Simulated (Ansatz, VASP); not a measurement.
# One calculation of Si4W, two programs

File INCAR:

```
SYSTEM = Si4W
ALGO     = Normal         ! electronic algorithm
EDIFF    = 1E-6           ! SCF threshold, eV
ENCUT    = 520            ! plane-wave cutoff, eV
GGA      = PE             ! functional
ISIF     = 2              ! what is computed and relaxed
ISMEAR   = 0              ! smearing method
LASPH    = .TRUE.         ! aspherical terms in the spheres
LCHARG   = .FALSE.        ! write CHGCAR
LREAL    = .FALSE.        ! projectors in reciprocal space
LWAVE    = .FALSE.        ! write WAVECAR
NBANDS   = 23             ! bands
NELM     = 60             ! most SCF steps
PREC     = Accurate       ! precision mode
SIGMA    = 0.1            ! smearing width, eV
```

File KPOINTS:

```
k-points
0
G
  10 10 10
  0 0 0
```

The input POSCAR:

```
Si4W
1.0
   -2.8194341272      2.8194341272      2.8194341272
    2.8194341272     -2.8194341272      2.8194341272
    2.8194341272      2.8194341272     -2.8194341272
Si W
4 1
Direct
    0.5000000000      0.5000000000      0.5000000000
    0.0000000000      0.0000000000      0.5000000000
    0.0000000000      0.5000000000      0.0000000000
    0.5000000000      0.0000000000      0.0000000000
    0.0000000000      0.0000000000      0.0000000000
```

Input for Ansatz:

```yaml
crystal:
  lattice:
    - [-2.8194341272, 2.8194341272, 2.8194341272]
    - [2.8194341272, -2.8194341272, 2.8194341272]
    - [2.8194341272, 2.8194341272, -2.8194341272]
  atoms:
    - { symbol: Si, position: [0.5, 0.5, 0.5] }
    - { symbol: Si, position: [0.0, 0.0, 0.5] }
    - { symbol: Si, position: [0.0, 0.5, 0.0] }
    - { symbol: Si, position: [0.5, 0.0, 0.0] }
    - { symbol: W, position: [0.0, 0.0, 0.0] }
basis:
  ecutwfc: 420
kpoints:
  mp_grid: { grid: [10, 10, 10] }
  band_path:
    path:
      - [[0.0, 0.0, 0.0], [0.5, -0.5, 0.5], [0.0, 0.0, 0.5], [0.0, 0.0, 0.0], [0.25, 0.25, 0.25], [0.5, -0.5, 0.5]]
      - [[0.25, 0.25, 0.25], [0.0, 0.0, 0.5]]
    npoints: 14
hamiltonian:
  xc: pbe
scf:
  occupations: { method: gaussian, width: 0.1 }
  n_extra_bands: 12
output:
  forces: true
  stress: true
  eigenvalues: true
  populations: true
  dos: { projected: true, de: 0.02, nscf_kmesh: { grid: [12, 12, 12] } }
  bader: true
  write_density: true
  write_potential: true
  elf: true
  volumetric_format: npy
```

Alike in both runs: task single point; functional PBE; k mesh 10 × 10 × 10; occupations gaussian, width 0.1 eV; no spin polarisation.

|  | VASP | Ansatz |
| --- | --- | --- |
| version | VASP 6.6.1 | Ansatz 0.2.0 |
| potentials or method | VASP PAW PBE potentials, release 64 (Si, W_sv), cutoff 520 eV | scalar-relativistic, plane waves, PAW |
| valence electrons in the cell | 30 | 30 |

```csv
,VASP,Ansatz,Ansatz less VASP
gap on the k mesh at the Fermi level (eV),none,none,-
pressure (GPa),0.0,0.0,+0.01
```

A gap of «none» marks a metal or a gap that the smearing closes.

Neither program's run includes spin-orbit coupling.
